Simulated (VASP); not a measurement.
# Al2Au (Fm-3m) in VASP: notebook, part 2 of 2

VASP 6.6.1.

## (6) Single point, PBEsol

This run uses another cell than the first one, of 18.03 Å³/atom.

INCAR reads:

```
PREC = Accurate
ENCUT = 520
EDIFF = 1E-6
ISMEAR = 0
SIGMA = 0.1
LREAL = False
LASPH = True
NELM = 60
ALGO = Normal
ISIF = 2
LWAVE = False
LCHARG = False
GGA = PS
NBANDS = 16
```

KPOINTS reads:

```
Automatic mesh
0
Gamma
  12 12 12
```

POSCAR reads:

```
Al2Au
1.0
    0.0000000000      3.0014927459      3.0014927459
    3.0014927459      0.0000000000      3.0014927459
    3.0014927459      3.0014927459      0.0000000000
Al Au
2 1
Direct
    0.2500000000      0.2500000000      0.2500000000
    0.7500000000      0.7500000000      0.7500000000
    0.0000000000      0.0000000000      0.0000000000
```

Potentials or basis: VASP PAW PBE potentials, release 64 (Al, Au).

On the command line:

```console
> cat potpaw_PBE.64/Al/POTCAR potpaw_PBE.64/Au/POTCAR > POTCAR
> mpirun -np 1 vasp_std > vasp.out
```

OUTCAR:

```text
PREC = Accurate
   ENCUT = 520
   EDIFF = 1E-6
   ISMEAR = 0
   LREAL = False
   LASPH = True
   NELM = 60
   ISIF = 2
   GGA = PS

 ion  position               nearest neighbor table
   1  0.250  0.250  0.250-   3 2.60   3 2.60   3 2.60   3 2.60   2 3.00   2 3.00   2 3.00   2 3.00
                             2 3.00   2 3.00
   2  0.750  0.750  0.750-   3 2.60   3 2.60   3 2.60   3 2.60   1 3.00   1 3.00   1 3.00   1 3.00
                             1 3.00   1 3.00
   3  0.000  0.000  0.000-   2 2.60   2 2.60   2 2.60   1 2.60   1 2.60   1 2.60   2 2.60   1 2.60

  LATTYP: Found a face centered cubic cell.
 ALAT       =     6.0029854918

  Lattice vectors:

 A1 = (   0.0000000000,   3.0014927459,   3.0014927459)
 A2 = (   3.0014927459,   0.0000000000,   3.0014927459)
 A3 = (   3.0014927459,   3.0014927459,   0.0000000000)

Analysis of symmetry for initial positions (statically):
=====================================================================
 Subroutine PRICEL returns:
 Original cell was already a primitive cell.

 Routine SETGRP: Setting up the symmetry group for a
 face centered cubic supercell.

[... 171 lines left out ...]
 cond. band min:       7.7007710440   @ k =  -0.2500   0.0833   0.0000
 fundamental gap:      0.0408097618
 Fermi energy:         7.6783964910

 k-point     1 :       0.0000    0.0000    0.0000
  band No.  band energies     occupation
      1      -2.8805      2.00000
      2       1.0752      2.00000
      3       1.0752      2.00000
      4       1.0752      2.00000
      5       2.0348      2.00000
      6       2.0348      2.00000
[... 433 lines left out ...]
      3       1.4344      2.00000
      4       1.4542      2.00000
      5       2.0799      2.00000
      6       2.0958      2.00000
[... 8 lines left out ...]
     15      15.8918      0.00000
     16      16.4090      0.00000

 [... further k-points ...]

------------------------ aborting loop because EDIFF is reached ----------------------------------------

  FORCE on cell =-STRESS in cart. coord.  units (eV):
  Direction    XX          YY          ZZ          XY          YZ          ZX
  --------------------------------------------------------------------------------------
  -------------------------------------------------------------------------------------
  Total       -0.0585172     -0.0585172     -0.0585172     -0.0000000     -0.0000000      0.0000000
  in kB       -1.7336132     -1.7336132     -1.7336132     -0.0000000     -0.0000000      0.0000000
  external PRESSURE =      -1.7336132 kB  Pullay stress =       0.0000000 kB

 VOLUME and BASIS-vectors are now :
 -----------------------------------------------------------------------------
  energy-cutoff  :      520.00
  volume of cell :       54.08
      direct lattice vectors                 reciprocal lattice vectors
     0.000000000  3.001492746  3.001492746    -0.166583778  0.166583778  0.166583778
     3.001492746  0.000000000  3.001492746     0.166583778 -0.166583778  0.166583778
     3.001492746  3.001492746  0.000000000     0.166583778  0.166583778 -0.166583778

 POSITION                                       TOTAL-FORCE (eV/Angst)
 -----------------------------------------------------------------------------------
      1.50075      1.50075      1.50075        -0.000000     -0.000000     -0.000000
      4.50224      4.50224      4.50224         0.000000      0.000000      0.000000
      0.00000      0.00000      0.00000        -0.000000     -0.000000     -0.000000
 -----------------------------------------------------------------------------------
    total drift:                                0.000000     -0.000000      0.000000

  FREE ENERGIE OF THE ION-ELECTRON SYSTEM (eV)
  ---------------------------------------------------
  free  energy   TOTEN  =       -13.4779718811 eV

  energy  without entropy=      -13.4732207076  energy(sigma->0) =      -13.47559629
```

OSZICAR:

```text
N       E                     dE             d eps       ncg     rms          rms(c)
DAV:   1     0.559894187555E+02    0.55989E+02   -0.69820E+03  2344   0.884E+02
DAV:   2    -0.134093108558E+02   -0.69399E+02   -0.62658E+02  2880   0.171E+02
DAV:   3    -0.148545179896E+02   -0.14452E+01   -0.14385E+01  2968   0.238E+01
DAV:   4    -0.148656493726E+02   -0.11131E-01   -0.11131E-01  2736   0.242E+00
DAV:   5    -0.148658498194E+02   -0.20045E-03   -0.20045E-03  2976   0.336E-01    0.931E+00
DAV:   6    -0.136057292048E+02    0.12601E+01   -0.49161E+00  2624   0.221E+01    0.392E+00
DAV:   7    -0.135146314956E+02    0.91098E-01   -0.23073E-01  2432   0.482E+00    0.179E+00
DAV:   8    -0.134794818768E+02    0.35150E-01   -0.23926E-02  2808   0.935E-01    0.417E-01
DAV:   9    -0.134779226866E+02    0.15592E-02   -0.27556E-03  2728   0.510E-01    0.195E-01
DAV:  10    -0.134779773556E+02   -0.54669E-04   -0.13056E-04  2752   0.768E-02    0.346E-02
DAV:  11    -0.134779718937E+02    0.54619E-05   -0.63177E-06  2888   0.199E-02    0.126E-02
DAV:  12    -0.134779718811E+02    0.12624E-07   -0.85719E-07  1984   0.671E-03
   1 F= -.13477972E+02 E0= -.13475596E+02  d E =-.475117E-02
```

stdout:

```text
POSCAR found type information on POSCAR AlAu
 POSCAR found :  2 types and       3 ions
 scaLAPACK will be used
 -----------------------------------------------------------------------------
|                                                                             |
|                                                                             |
|     You enforced a specific xc type in the INCAR file but a different       |
|     I HOPE YOU KNOW WHAT YOU ARE DOING!                                     |
|                                                                             |
 -----------------------------------------------------------------------------

 LDA part: xc-table for (Slater+PW92), standard interpolation
 POSCAR, INCAR and KPOINTS ok, starting setup
 FFT: planning ... GRIDC
 FFT: planning ... GRID_SOFT
 FFT: planning ... GRID
 WAVECAR not read
 entering main loop
```

Wall time 65 s (1 thread of Intel Xeon 8259CL, shared host); peak memory 0.21 GiB.

Results:

* Free energy: -13.4780 eV
* Pressure: -0.2 GPa
* Band gap on the k mesh: zero (an odd number of electrons rules out a gap without spin polarisation)

Levels at points of the mesh, in eV from the Fermi level:
| k point | band 5 | band 6 | band 7 | band 8 | band 9 | band 10 | band 11 | band 12 | band 13 | band 14 |
| --- | --- | --- | --- | --- | --- | --- | --- | --- | --- | --- |
| (0.00, 0.00, 0.00) | -5.64 | -5.64 | 2.26 | 2.92 | 2.92 | 2.92 | 3.92 | 3.92 | 3.92 | 5.72 |
| (0.50, 0.00, 0.00) | -5.52 | -5.52 | -5.47 | 0.35 | 0.35 | 3.25 | 3.58 | 3.81 | 3.81 | 8.82 |
| (0.50, 0.50, 0.00) | -5.80 | -5.34 | -5.04 | -2.12 | -2.12 | 1.27 | 2.03 | 7.65 | 9.80 | 9.80 |

Caveat: the PAW data sets were made with another functional, which shifts forces and pressure a little; spin-orbit coupling is left out, which moves the levels of the heavy elements.

## (7) Overview

```csv
cell,gap on the mesh (eV),pressure (GPa)
"a = 4.068 Å, angles 60.0°, 3 atoms",none,19.6
"a = 4.113 Å, angles 60.0°, 3 atoms",none,13.3
"a = 4.158 Å, angles 60.0°, 3 atoms",none,8.0
"a = 4.202 Å, angles 60.0°, 3 atoms",none,3.6
"a = 4.245 Å, angles 60.0°, 3 atoms",none,-0.2
```

Alike in all rows: task single point; level PBEsol; potentials or basis VASP PAW PBE potentials, release 64 (Al, Au); no spin polarisation; k mesh 12 × 12 × 12; cutoff (eV) 520; smearing gaussian 0.1 eV.

Caveats: the PAW data sets were made with another functional, which shifts forces and pressure a little; spin-orbit coupling is left out, which moves the levels of the heavy elements; the cell stands under pressure (at least some runs).

Absolute energies hang on the potentials; compare differences alone.
